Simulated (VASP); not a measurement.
**SiC (Moissanite): single point with PBE**

The system is SiC (Moissanite).

```
Si C
1.0
     3.07600    0.00000    0.00000
    -1.53800    2.66389    0.00000
     0.00000    0.00000    5.04800
Si C
2 2
Direct
  0.33333 0.66667 0.00000
  0.66667 0.33333 0.50000
  0.33333 0.66667 0.38500
  0.66667 0.33333 0.88500
```

```json
{
 "Program": "VASP 6.6.1",
 "Task": "single point",
 "Functional": "PBE",
 "Potentials or basis": "VASP PAW PBE potentials, release 64 (Si, C)",
 "Cutoff": "600 eV",
 "k mesh": "6 × 6 × 4",
 "Occupations": "gaussian, width 0.01 eV",
 "Spin": "no spin polarisation"
}
```

* Pressure: 3.5 GPa
* Largest force: 0.745 eV/Å
* Band gap on the k mesh: 2.32 eV, indirect (least direct gap 4.07 eV)

Forces on the atoms (eV/Å):
```
Si   0.000  0.000  0.745
Si   0.000  0.000  0.745
C    0.000  0.000 -0.745
C    0.000  0.000 -0.745
```

Stress tensor (GPa, compression positive):
```
5.16 0.00 0.00
0.00 5.16 0.00
0.00 0.00 0.18
```

Levels at points of the mesh, in eV from the valence-band top:
```tsv
k point	band 6	band 7	band 8	band 9	band 10	band 11
(0.00, 0.00, 0.00)	-0.28	-0.28	0.00	4.62	6.02	6.50
(0.50, 0.00, 0.00)	-3.54	-3.26	-1.49	2.59	4.19	6.74
(0.00, 0.00, 0.50)	-0.97	-0.97	-0.97	5.71	5.71	7.17
(0.50, 0.00, 0.50)	-2.69	-2.34	-2.34	3.16	3.16	4.99
```

Run time: 26 s on 1 thread of Intel Xeon 8259CL, with other jobs on the host, peak memory 0.17 GiB.

A k mesh can miss the band edges. Expect the measured gap to be larger: semilocal functionals such as PBE lack the derivative discontinuity.
